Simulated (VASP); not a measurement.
# MgCdSn2O6: single point with PBE

MgCdSn2O6:

```
Mg Cd Sn O
1.0
     0.00000    4.03946    4.03946
     4.03946    0.00000    4.03946
     4.03946    4.03946    0.00000
Mg Cd Sn O
1 1 2 6
Direct
  0.50000 0.50000 0.50000
  0.00000 0.00000 0.00000
  0.75000 0.75000 0.75000
  0.25000 0.25000 0.25000
  0.50000 0.00000 0.00000
  0.00000 0.50000 0.00000
  0.00000 0.00000 0.50000
  0.00000 0.50000 0.50000
  0.50000 0.00000 0.50000
  0.50000 0.50000 0.00000
```

```json
{
 "Program": "VASP 6.6.1",
 "Task": "single point",
 "Functional": "PBE",
 "Potentials or basis": "VASP PAW PBE potentials, release 64 (Mg, Cd, Sn_d, O)",
 "Cutoff": "520 eV",
 "k mesh": "4 × 4 × 4",
 "Occupations": "gaussian, width 0.1 eV",
 "Spin": "no spin polarisation"
}
```

| Property | Result |
| --- | --- |
| Pressure | 0.5 GPa |
| Band gap on the k mesh | zero (band 39 reaches 4.04 eV, above the bottom of band 40 at 4.03 eV) |

Levels at points of the mesh, in eV from the Fermi level:
| k point | band 36 | band 37 | band 38 | band 39 | band 40 | band 41 | band 42 | band 43 |
| --- | --- | --- | --- | --- | --- | --- | --- | --- |
| (0.00, 0.00, 0.00) | -0.79 | -0.15 | -0.10 | -0.10 | -0.10 | 1.63 | 2.23 | 7.50 |
| (0.50, 0.00, 0.00) | -0.66 | -0.65 | -0.65 | -0.65 | 2.42 | 3.46 | 5.02 | 5.07 |
| (0.50, 0.50, 0.00) | -1.03 | -1.03 | -0.80 | -0.09 | 3.00 | 4.16 | 4.77 | 6.23 |

It took 68 s on 1 thread of Intel(R) Xeon(R) Platinum 8375C CPU @ 2.90GHz (Ice Lake), on a shared host, peak memory 0.28 GiB.

Caveat: spin-orbit coupling is left out, which moves the levels of the heavy elements.
